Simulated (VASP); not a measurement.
Here is a VASP 6.6.1 calculation.

Contents of INCAR:

```
ALGO = Normal
EDIFF = 1E-6
ENCUT = 520
GGA = PS
ISIF = 2
ISMEAR = -1
LASPH = T
LCHARG = F
LREAL = F
LWAVE = F
NBANDS = 25
NELM = 100
PREC = Accurate
SIGMA = 0.05
```

KPOINTS

```
k-points
0
Gamma
  6 6 8
```

File POSCAR:

```
SiO2
1.0
    4.2608460000      0.0000000000      0.0000000000
    0.0000000000      4.2608460000      0.0000000000
    0.0000000000      0.0000000000      2.5617070358
Si O
2 4
Direct
    0.0000000000      0.0000000000      0.0000000000
    0.5000000000      0.5000000000      0.5000000000
    0.3059000000      0.3059000000      0.0000000000
    0.1941000000      0.8059000000      0.5000000000
    0.6941000000      0.6941000000      0.0000000000
    0.8059000000      0.1941000000      0.5000000000
```

Potentials or basis: VASP PAW PBE potentials, release 64 (Si, O).

The run is started by

```console
$ cat potpaw_PBE.64/Si/POTCAR potpaw_PBE.64/O/POTCAR > POTCAR
$ mpirun -np 1 vasp_std > vasp.out
```

Question: What does it give for the pressure?

Answer: 8.7 GPa.

Question: Estimate the largest force.

Answer: 0.225 eV/Å.

Question: What does it give for the band gap on the k mesh?

Answer: 5.75 eV, direct.

Forces on the atoms (eV/Å):
```
Si   0.000  0.000  0.000
Si   0.000  0.000  0.000
O    0.159  0.159  0.000
O   -0.159  0.159  0.000
O   -0.159 -0.159  0.000
O    0.159 -0.159  0.000
```

Caveat: the PAW data sets were made with another functional, which shifts forces and pressure a little. A k mesh can miss the band edges.
